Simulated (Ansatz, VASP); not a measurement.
CuO: VASP beside Ansatz

INCAR

```
SYSTEM = CuO
ALGO     = Normal         ! electronic algorithm
EDIFF    = 1E-6           ! SCF threshold, eV
ENCUT    = 820            ! plane-wave cutoff, eV
GGA      = PS             ! functional
GGA_COMPAT= .False.      
ISIF     = 2              ! what is computed and relaxed
ISMEAR   = -1             ! smearing method
LASPH    = .True.         ! aspherical terms in the spheres
LCHARG   = .False.        ! write CHGCAR
LDAU     = .True.         ! DFT+U
LDAUJ    = 0 0          
LDAUL    = 2 -1           ! shell
LDAUPRINT= 1            
LDAUTYPE = 2            
LDAUU    = 5 0            ! U, eV
LMAXMIX  = 4              ! l up to which the mixer works
LREAL    = .False.        ! projectors in reciprocal space
LWAVE    = .False.        ! write WAVECAR
NBANDS   = 33             ! bands
NELM     = 200            ! most SCF steps
PREC     = Accurate       ! precision mode
SIGMA    = 0.05           ! smearing width, eV
```

Contents of KPOINTS:

```
k-points
0
Gamma
  10 10 5
  0 0 0
```

The input POSCAR:

```
CuO
1.0
    2.3446500000     -1.7134000000      0.0000000000
    2.3446500000      1.7134000000      0.0000000000
   -0.8605543552      0.0000000000      5.0594363927
Cu O
2 2
Direct
    0.4968000000      0.0032000000      0.5000000000
    0.0032000000      0.4968000000      0.0000000000
    0.4056000000      0.5714000000      0.7537000000
    0.5714000000      0.4056000000      0.2537000000
```

Contents of input.yaml:

```yaml
crystal:
  lattice:
    - [2.34465, -1.7134, 0.0]
    - [2.34465, 1.7134, 0.0]
    - [-0.8605543552, 0.0, 5.0594363927]
  atoms:
    - { symbol: Cu, position: [0.4968, 0.0032, 0.5] }
    - { symbol: Cu, position: [0.0032, 0.4968, 0.0] }
    - { symbol: O, position: [0.4056, 0.5714, 0.7537] }
    - { symbol: O, position: [0.5714, 0.4056, 0.2537] }
hamiltonian:
  xc: pbesol
  pseudopotentials: { kind: paw }
  hubbard: { sites: [{ species: Cu, l: d, u_eff: 5.0 }] }
kpoints:
  mp_grid: { grid: [10, 10, 5] }
  band_path:
    path:
      - [[0.0, 0.0, 0.0], [-0.5, -0.5, 0.0], [-0.5249462874, -0.5249462874, 0.3256415493], [-0.5, -0.5, 0.5], [-0.6336780905, -0.3663219095, 0.5]]
      - [[-0.3663219095, 0.3663219095, 0.5], [0.0, 0.0, 0.5], [-0.4750537126, -0.4750537126, 0.6743584507]]
      - [[-0.5, -0.5, 0.0], [-0.6126314136, -0.3873685864, 0.0]]
      - [[-0.3873685864, 0.3873685864, 0.0], [0.0, 0.0, 0.0], [-0.5, 0.0, 0.0]]
      - [[-0.5, 0.0, 0.5], [0.0, 0.0, 0.0]]
    npoints: 14
scf:
  occupations: { method: fermi_dirac, width: 0.05 }
  n_extra_bands: 10
output:
  forces: true
  stress: true
  eigenvalues: true
  fatbands: false
  write_density: true
  write_potential: true
  elf: true
  volumetric_format: npy
```

Alike in both runs: functional PBEsol; k mesh 10 × 10 × 5; occupations fermi-dirac, width 0.05 eV; no spin polarisation; Hubbard terms Cu d U = 5.0 eV.

|  | VASP | Ansatz |
| --- | --- | --- |
| version | VASP 6.6.1 | Ansatz 0.2.0 |
| potentials or method | VASP PAW PBE potentials, release 64 (Cu_sv_GW, O) | Ansatz PAW |
| plane-wave cutoff (eV) | 820 | 420 |
| valence electrons in the cell | 50 | 50 |
| task | single point | band structure |

```csv
,VASP,Ansatz,Ansatz less VASP
gap on the k mesh at the Fermi level (eV),none,none,-
pressure (GPa),-4.1,-0.3,+3.83
"traceless stress, the component that is largest in VASP (GPa)",1.59,1.12,-0.473
rms of the force components (eV/Å),0.404,0.448,+0.0438
```

VASP's potentials were made for PBE, not for PBEsol. The programs project onto different local orbitals, so the same U acts differently, and such runs can settle in different states. Atom by atom the forces differ by 0.049 eV/Å (rms over components). A gap of «none» marks a metal or a gap that the smearing closes.
